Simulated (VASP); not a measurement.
# SrAuN2 (P4/mmm) in VASP: notebook, part 2 of 2

VASP 6.6.1. Earlier steps stand in the parts before.

## Step 3: Single point, PBE

This run uses another cell than the first one, of the same volume but with other edges.

Input file INCAR:

```
SYSTEM = SrAuN2
PREC     = Accurate       ! precision mode
ENCUT    = 520            ! plane-wave cutoff, eV
EDIFF    = 1E-6           ! SCF threshold, eV
ISMEAR   = 0              ! smearing method
SIGMA    = 0.1            ! smearing width, eV
LREAL    = .FALSE.        ! projectors in reciprocal space
LASPH    = .TRUE.         ! aspherical terms in the spheres
NELM     = 60             ! most SCF steps
ALGO     = Normal         ! electronic algorithm
ISIF     = 2              ! what is computed and relaxed
LWAVE    = .FALSE.        ! write WAVECAR
LCHARG   = .FALSE.        ! write CHGCAR
GGA      = PE             ! functional
NBANDS   = 24             ! bands
```

Input file KPOINTS:

```
regular mesh
0
G
  4 4 6
  0 0 0
```

Input file POSCAR:

```
SrAuN2
1.0
    4.4136389587      0.0000000000      0.0000000000
    0.0000000000      4.4136389587      0.0000000000
    0.0000000000      0.0000000000      2.9496615800
Sr Au N
1 1 2
Direct
    0.5000000000      0.5000000000      0.0000000000
    0.0000000000      0.0000000000      0.0000000000
    0.0000000000      0.5000000000      0.5000000000
    0.5000000000      0.0000000000      0.5000000000
```

Potentials or basis: VASP PAW PBE potentials, release 64 (Sr_sv, Au, N).

Command:

```sh
> cat potpaw_PBE.64/Sr_sv/POTCAR potpaw_PBE.64/Au/POTCAR potpaw_PBE.64/N/POTCAR > POTCAR
> mpirun -np 1 vasp_std > vasp.out
```

OUTCAR:

```text
SYSTEM = SrAuN2
   PREC = Accurate
   ENCUT = 520
   EDIFF = 1E-6
   ISMEAR = 0
   LREAL = .FALSE.
   LASPH = .TRUE.
   NELM = 60
   ISIF = 2
   GGA = PE

 ion  position               nearest neighbor table
   1  0.500  0.500  0.000-   3 2.65   4 2.65   3 2.65   4 2.65   4 2.65   4 2.65   3 2.65   3 2.65
                             2 3.12   2 3.12   2 3.12   2 3.12   2 4.29   2 4.29   2 4.29   2 4.29
   2  0.000  0.000  0.000-   3 2.65   4 2.65   3 2.65   4 2.65   3 2.65   3 2.65   4 2.65   4 2.65
                             1 3.12   1 3.12   1 3.12   1 3.12   1 4.29   1 4.29   1 4.29   1 4.29
   3  0.000  0.500  0.500-   1 2.65   2 2.65   1 2.65   2 2.65   2 2.65   2 2.65   1 2.65   1 2.65

   4  0.500  0.000  0.500-   1 2.65   2 2.65   1 2.65   2 2.65   1 2.65   1 2.65   2 2.65   2 2.65

  LATTYP: Found a simple tetragonal cell.
 ALAT       =     4.4136389587
 C/A-ratio  =     0.6683060413

  Lattice vectors:

 A1 = (   4.4136389587,   0.0000000000,   0.0000000000)
 A2 = (   0.0000000000,   4.4136389587,   0.0000000000)
 A3 = (   0.0000000000,   0.0000000000,   2.9496615800)

Analysis of symmetry for initial positions (statically):
=====================================================================
 Subroutine PRICEL returns:
 Original cell was already a primitive cell.

 Routine SETGRP: Setting up the symmetry group for a
 simple tetragonal supercell.

 Subroutine GETGRP returns: Found 16 space group operations
 (whereof 16 operations were pure point group operations)
 out of a pool of 16 trial point group operations.

The static configuration has the point symmetry D_4h.

Analysis of symmetry for dynamics (positions and initial velocities):
=====================================================================
 Subroutine PRICEL returns:
 Original cell was already a primitive cell.

 Routine SETGRP: Setting up the symmetry group for a
 simple tetragonal supercell.

 Subroutine GETGRP returns: Found 16 space group operations
 (whereof 16 operations were pure point group operations)
 out of a pool of 16 trial point group operations.

The dynamic configuration has the point symmetry D_4h.

 Subroutine INISYM returns: Found 16 space group operations
 (whereof 16 operations are pure point group operations),
 and found     1 'primitive' translations

----------------------------------------------------------------------------------------

                                     Primitive cell

  volume of cell :      57.4600

  direct lattice vectors                    reciprocal lattice vectors
     4.413638959  0.000000000  0.000000000     0.226570413  0.000000000  0.000000000
     0.000000000  4.413638959  0.000000000     0.000000000  0.226570413  0.000000000
     0.000000000  0.000000000  2.949661580     0.000000000  0.000000000  0.339021943

  length of vectors
     4.413638959  4.413638959  2.949661580     0.226570413  0.226570413  0.339021943

  position of ions in fractional coordinates (direct lattice)
     0.500000000  0.500000000  0.000000000
     0.000000000  0.000000000  0.000000000
     0.000000000  0.500000000  0.500000000
     0.500000000  0.000000000  0.500000000

  ion indices of the primitive-cell ions
[... 26 lines left out ...]

 Subroutine IBZKPT returns following result:
 ===========================================

 Found     24 irreducible k-points:

 Following reciprocal coordinates:
            Coordinates               Weight
  0.000000  0.000000  0.000000      1.000000
  0.250000  0.000000  0.000000      4.000000
  0.500000  0.000000  0.000000      2.000000
  0.250000  0.250000  0.000000      4.000000
  0.500000  0.250000  0.000000      4.000000
  0.500000  0.500000  0.000000      1.000000
[... 16 lines left out ...]
  0.500000  0.250000  0.500000      4.000000
  0.500000  0.500000  0.500000      1.000000
   k-points           NKPTS =     24   k-points in BZ     NKDIM =     24   number of bands    NBANDS=     24
   number of dos      NEDOS =    301   number of ions     NIONS =      4
   total plane-waves  NPLWV =  31104
   dimension x,y,z NGX =    36 NGY =   36 NGZ =   24
   dimension x,y,z NGXF=    72 NGYF=   72 NGZF=   48
   ions per type =               1   1   2
   NGX,Y,Z   is equivalent  to a cutoff of  13.56, 13.56, 13.53 a.u.
   NGXF,Y,Z  is equivalent  to a cutoff of  27.12, 27.12, 27.05 a.u.
 SYSTEM =  SrAuN2
   PREC   = accura    normal or accurate (medium, high low for compatibility)
   ISTART =      0    job   : 0-new  1-cont  2-samecut
   ICHARG =      2    charge: 1-file 2-atom 10-const
   ISPIN  =      1    spin polarized calculation?
   LNONCOLLINEAR =      F non collinear calculations
   LSORBIT =      F    spin-orbit coupling
   LASPH  =      T    aspherical Exc in radial PAW
   ENCUT  =  520.0 eV  38.22 Ry    6.18 a.u.   8.21  8.21  5.48*2*pi/ulx,y,z
   NELM   =     60;   NELMIN=  2; NELMDL= -5     # of ELM steps
   EDIFF  = 0.1E-05   stopping-criterion for ELM
   LREAL  =      F    real-space projection
   EDIFFG = 0.1E-04   stopping-criterion for IOM
   NSW    =      0    number of steps for IOM
   IBRION =     -1    ionic relax: 0-MD 1-quasi-New 2-CG
   NFREE  =      0    steps in history (QN), initial steepest desc. (CG)
   ISIF   =      2    stress and relaxation
   ISYM   =      2    0-nonsym 1-usesym 2-fastsym
   POTIM  = 0.5000    time-step for ionic-motion
   TEBEG  =    0.0;   TEEND  =   0.0 temperature during run
   PSTRESS=    0.0 pullay stress
   NELECT =      31.0000    total number of electrons
   NUPDOWN=      -1.0000    fix difference up-down
   EMIN   =  10.00;   EMAX   =-10.00  energy-range for DOS
   EFERMI =   0.00;   METHOD = LEGACY
   ISMEAR =     0;   SIGMA  =   0.10  broadening in eV -4-tet -1-fermi 0-gaus
   EFERMI_NEDOS =   21; number of points for ismear=-14 and -15
   IALGO  =     38    algorithm
   IMIX   =      4    mixing-type and parameters
     AMIX     =   0.40;   BMIX     =  1.00
     AMIX_MAG =   1.60;   BMIX_MAG =  1.00
  volume/ion in A,a.u.               =      14.37        96.94
  Fermi-wavevector in a.u.,A,eV,Ry     =   1.332724  2.518483 24.166022  1.776153
  Thomas-Fermi vector in A             =   2.461637
   LORBIT       =      0    0 simple, 1 ext, 2 COOP (PROOUT), +10 PAW based schemes
   GGA     = PE    functional components
   LHFCALC =     F    Hartree Fock is set to
   AEXX    =    0.0000 exact exchange contribution
   IVDW    =     0    specifies the selected vdW correction
   LEPSILON=     F    determine dielectric tensor
   LRPA    =     F    only Hartree local field effects (RPA)
 non-spin polarized calculation
 Gauss-broadening in eV      SIGMA  =   0.10
  energy-cutoff  :      520.00
  volume of cell :       57.46
 maximum number of plane-waves:      1576
 NGX is ok and might be reduce to    36

 number of electron      30.9999997 magnetization

 Free energy of the ion-electron system (eV)
  ---------------------------------------------------
  ext. energy  EPLUGINS =         0.00000000
  ---------------------------------------------------
  free energy    TOTEN  =       -17.27076266 eV

  energy without entropy =      -17.25087769  energy(sigma->0) =      -17.26082017

 E-fermi :   4.6851     XC(G=0): -11.4767

 val. band max:        4.6702078794   @ k =   0.2500   0.0000   0.0000
 cond. band min:       4.7117676954   @ k =   0.5000   0.0000   0.1667
 fundamental gap:      0.0415598159
 Fermi energy:         4.6850740103

 k-point     1 :       0.0000    0.0000    0.0000
  band No.  band energies     occupation
      1     -28.2759      2.00000
      2     -10.4718      2.00000
      3     -10.4718      2.00000
      4      -9.2788      2.00000
      5      -8.7983      2.00000
      6      -7.8324      2.00000
[... 637 lines left out ...]
     23      13.7900      0.00000
     24      15.9119      0.00000

------------------------ aborting loop because EDIFF is reached ----------------------------------------

  FORCE on cell =-STRESS in cart. coord.  units (eV):
  Direction    XX          YY          ZZ          XY          YZ          ZX
  --------------------------------------------------------------------------------------
  -------------------------------------------------------------------------------------
  Total        0.1596022      0.1596022      0.1826480      0.0000000      0.0000000      0.0000000
  in kB        4.4502430      4.4502430      5.0928365      0.0000000      0.0000000      0.0000000
  external PRESSURE =       4.6644408 kB  Pullay stress =       0.0000000 kB

 VOLUME and BASIS-vectors are now :
 -----------------------------------------------------------------------------
  energy-cutoff  :      520.00
  volume of cell :       57.46
      direct lattice vectors                 reciprocal lattice vectors
     4.413638959  0.000000000  0.000000000     0.226570413  0.000000000  0.000000000
     0.000000000  4.413638959  0.000000000     0.000000000  0.226570413  0.000000000
     0.000000000  0.000000000  2.949661580     0.000000000  0.000000000  0.339021943

 POSITION                                       TOTAL-FORCE (eV/Angst)
 -----------------------------------------------------------------------------------
      2.20682      2.20682      0.00000         0.000000      0.000000      0.000000
      0.00000      0.00000      0.00000         0.000000      0.000000      0.000000
      0.00000      2.20682      1.47483         0.000000      0.000000      0.000000
      2.20682      0.00000      1.47483         0.000000      0.000000      0.000000
 -----------------------------------------------------------------------------------
    total drift:                                0.000000      0.000000      0.000000

  FREE ENERGIE OF THE ION-ELECTRON SYSTEM (eV)
  ---------------------------------------------------
  free  energy   TOTEN  =       -17.2707626558 eV

  energy  without entropy=      -17.2508776884  energy(sigma->0) =      -17.26082017
```

It used 53 s of CPU time on 1 thread of AMD EPYC 7R13 Processor (Zen 3) (shared host).

What came out:

- Free energy: -17.2708 eV
- Pressure: 0.5 GPa

Caveat: spin-orbit coupling is left out, which moves the levels of the heavy elements.

## Step 4: Relaxation of cell and atoms, PBE

This run uses another cell than the first one, of the same volume but with other edges.

Input file INCAR:

```
SYSTEM = SrAuN2
ALGO = Normal
EDIFF = 1E-7
EDIFFG = -0.04
ENCUT = 600
GGA = PE
IBRION = 2
ISIF = 3
ISMEAR = 0
LASPH = .TRUE.
LCHARG = .FALSE.
LREAL = .FALSE.
LWAVE = .FALSE.
NELM = 60
NSW = 90
PREC = Accurate
SIGMA = 0.1
```

Input file KPOINTS:

```
k-points
0
G
  4 4 6
  0 0 0
```

Input file POSCAR:

```
SrAuN2
1.0
    4.4484250773      0.0000000000      0.0000000000
    0.0000000000      4.4484250773      0.0000000000
    0.0000000000      0.0000000000      2.9056348541
Sr Au N
1 1 2
Direct
    0.5000000000      0.5000000000      0.0000000000
    0.0000000000      0.0000000000      0.0000000000
    0.0000000000      0.5000000000      0.5000000000
    0.5000000000      0.0000000000      0.5000000000
```

Potentials or basis: VASP PAW PBE potentials, release 64 (Sr_sv, Au, N).

Command:

```sh
> cat potpaw_PBE.64/Sr_sv/POTCAR potpaw_PBE.64/Au/POTCAR potpaw_PBE.64/N/POTCAR > POTCAR
> mpirun -np 1 vasp_std > vasp.out
```

OUTCAR:

```text
SYSTEM = SrAuN2
   EDIFF = 1E-7
   EDIFFG = -0.04
   ENCUT = 600
   GGA = PE
   IBRION = 2
   ISIF = 3
   ISMEAR = 0
   LASPH = .TRUE.
   LREAL = .FALSE.
   NELM = 60
   NSW = 90
   PREC = Accurate

 ion  position               nearest neighbor table
   1  0.500  0.500  0.000-   3 2.66   4 2.66   3 2.66   4 2.66   4 2.66   4 2.66   3 2.66   3 2.66
                             2 3.15   2 3.15   2 3.15   2 3.15   2 4.28   2 4.28   2 4.28   2 4.28
   2  0.000  0.000  0.000-   3 2.66   4 2.66   3 2.66   4 2.66   3 2.66   3 2.66   4 2.66   4 2.66
                             1 3.15   1 3.15   1 3.15   1 3.15   1 4.28   1 4.28   1 4.28   1 4.28
   3  0.000  0.500  0.500-   1 2.66   2 2.66   1 2.66   2 2.66   2 2.66   2 2.66   1 2.66   1 2.66

   4  0.500  0.000  0.500-   1 2.66   2 2.66   1 2.66   2 2.66   1 2.66   1 2.66   2 2.66   2 2.66

  LATTYP: Found a simple tetragonal cell.
 ALAT       =     4.4484250773
 C/A-ratio  =     0.6531828239

  Lattice vectors:

 A1 = (   4.4484250773,   0.0000000000,   0.0000000000)
 A2 = (   0.0000000000,   4.4484250773,   0.0000000000)
 A3 = (   0.0000000000,   0.0000000000,   2.9056348541)

Analysis of symmetry for initial positions (statically):
=====================================================================
[... 168 lines left out ...]

 number of electron      31.0000000 magnetization

 Free energy of the ion-electron system (eV)
  ---------------------------------------------------
  ext. energy  EPLUGINS =         0.00000000
  ---------------------------------------------------
  free energy    TOTEN  =       -17.26515217 eV

  energy without entropy =      -17.24750463  energy(sigma->0) =      -17.25632840

------------------------ aborting loop because EDIFF is reached ----------------------------------------

  FORCE on cell =-STRESS in cart. coord.  units (eV):
  Direction    XX          YY          ZZ          XY          YZ          ZX
  --------------------------------------------------------------------------------------
  -------------------------------------------------------------------------------------
  Total       -0.3038637     -0.3038637      0.7672922      0.0000000     -0.0000000      0.0000000
  in kB       -8.4671204     -8.4671204     21.3804957      0.0000000     -0.0000000      0.0000000
  external PRESSURE =       1.4820850 kB  Pullay stress =       0.0000000 kB
[... 63 lines left out ...]
--------------------------------------- Ionic step        3  -------------------------------------------

 number of electron      30.9999997 magnetization

 Free energy of the ion-electron system (eV)
  ---------------------------------------------------
  ext. energy  EPLUGINS =         0.00000000
  ---------------------------------------------------
  free energy    TOTEN  =       -17.27333440 eV

  energy without entropy =      -17.25333409  energy(sigma->0) =      -17.26333424

 E-fermi :   4.6445     XC(G=0): -11.4554

 val. band max:        4.6287123335   @ k =   0.2500   0.0000   0.0000
 cond. band min:       4.6697246818   @ k =   0.5000   0.0000   0.1667
 fundamental gap:      0.0410123483
 Fermi energy:         4.6444904616

 k-point     1 :       0.0000    0.0000    0.0000
  band No.  band energies     occupation
      1     -28.3198      2.00000
      2     -10.5123      2.00000
      3     -10.5123      2.00000
      4      -9.3384      2.00000
      5      -8.8194      2.00000
      6      -7.8567      2.00000
[... 548 lines left out ...]
  FREE ENERGIE OF THE ION-ELECTRON SYSTEM (eV)
  ---------------------------------------------------
  free  energy   TOTEN  =       -17.2733343980 eV

  energy  without entropy=      -17.2533340892  energy(sigma->0) =      -17.26333424

 reached required accuracy - stopping structural energy minimisation
```

OSZICAR:

```text
N       E                     dE             d eps       ncg     rms          rms(c)
DAV:   1     0.203971041034E+03    0.20397E+03   -0.17504E+04   912   0.173E+03
DAV:   2    -0.823672917609E+01   -0.21221E+03   -0.20316E+03  1078   0.364E+02
DAV:   3    -0.238724955591E+02   -0.15636E+02   -0.14484E+02  1449   0.927E+01
[... 30 lines left out ...]
DAV:   4    -0.172733397934E+02    0.78635E-04   -0.71568E-04  1006   0.227E-01    0.846E-02
DAV:   5    -0.172733350266E+02    0.47668E-05   -0.88679E-05  1063   0.791E-02    0.335E-02
DAV:   6    -0.172733346855E+02    0.34109E-06   -0.11652E-05  1144   0.242E-02    0.114E-02
DAV:   7    -0.172733344956E+02    0.18997E-06   -0.12451E-06  1090   0.982E-03    0.425E-03
DAV:   8    -0.172733343980E+02    0.97573E-07   -0.78054E-08   534   0.248E-03
   3 F= -.17273334E+02 E0= -.17263334E+02  d E =-.818223E-02
```

It used 100 s of CPU time on 1 thread of AMD EPYC 7R13 Processor (Zen 3) (shared host).

What came out:

- Free energy: -17.2733 eV
- Relaxed volume: 14.42 Å³/atom
- Relaxed cell: a = 4.418 Å, b = 4.418 Å, c = 2.955 Å, α = 90.00°, β = 90.00°, γ = 90.00°
- Space group after relaxing (to 0.05 Å): P4/mmm (No. 123)
- Energy gained by relaxing: 2.0 meV/atom
- Ionic steps: 3
- Pressure after relaxing: 0.0 GPa

Step by step:
```csv
step,energy change (eV),largest force (eV/Å),pressure (GPa),volume (Å³)
1,0.0000,0.0000,0.15,57.50
2,-0.0066,0.0000,0.06,57.61
3,-0.0082,0.0000,0.00,57.69
```

Final structure:
```yaml
crystal:
  lattice:
    - [4.41828, 0.00000, 0.00000]
    - [0.00000, 4.41828, 0.00000]
    - [0.00000, 0.00000, 2.95536]
  atoms:
    - { symbol: Sr, position: [0.50000, 0.50000, 0.00000] }
    - { symbol: Au, position: [0.00000, 0.00000, 0.00000] }
    - { symbol: N, position: [0.00000, 0.50000, 0.50000] }
    - { symbol: N, position: [0.50000, 0.00000, 0.50000] }
```

Levels at points of the mesh, in eV from the Fermi level:
| k point | band 13 | band 14 | band 15 | band 16 | band 17 | band 18 |
| --- | --- | --- | --- | --- | --- | --- |
| (0.00, 0.00, 0.00) | -2.29 | -0.50 | 0.05 | 0.05 | 0.23 | 0.56 |
| (0.50, 0.00, 0.00) | -2.04 | -1.84 | -0.08 | 0.06 | 1.07 | 3.62 |
| (0.50, 0.50, 0.00) | -1.52 | -0.61 | 0.82 | 0.82 | 1.35 | 4.83 |
| (0.00, 0.00, 0.50) | -1.52 | -1.17 | -0.22 | 1.29 | 1.29 | 5.08 |
| (0.50, 0.00, 0.50) | -1.96 | -1.74 | -0.65 | -0.12 | 1.20 | 4.00 |
| (0.50, 0.50, 0.50) | -2.16 | -2.16 | -0.88 | 0.19 | 0.35 | 1.38 |

Caveat: the k points lie up to 0.36 Å⁻¹ apart in the final cell; spin-orbit coupling is left out, which moves the levels of the heavy elements.

## Step 5: Summary

```csv
task,cell,k mesh,cutoff (eV),gap on the mesh (eV),pressure (GPa)
single point,"a = 3.889, b = 3.889, c = 3.805 Å, 4 atoms",4 × 4 × 4,520,none,9.4
single point,"a = 4.414, b = 4.414, c = 2.950 Å, 4 atoms",4 × 4 × 6,520,none,0.5
relaxation of cell and atoms,"relaxed from a = 4.448, b = 4.448, c = 2.906 Å, 4 atoms",4 × 4 × 6,600,none,0.0
```

Alike in all rows: level PBE; potentials or basis VASP PAW PBE potentials, release 64 (Sr_sv, Au, N); no spin polarisation; smearing gaussian 0.1 eV.

Caveats: some runs use coarse meshes; spin-orbit coupling is left out, which moves the levels of the heavy elements.

Total energies depend on the potentials used, so only differences within one code and one set of settings carry meaning.
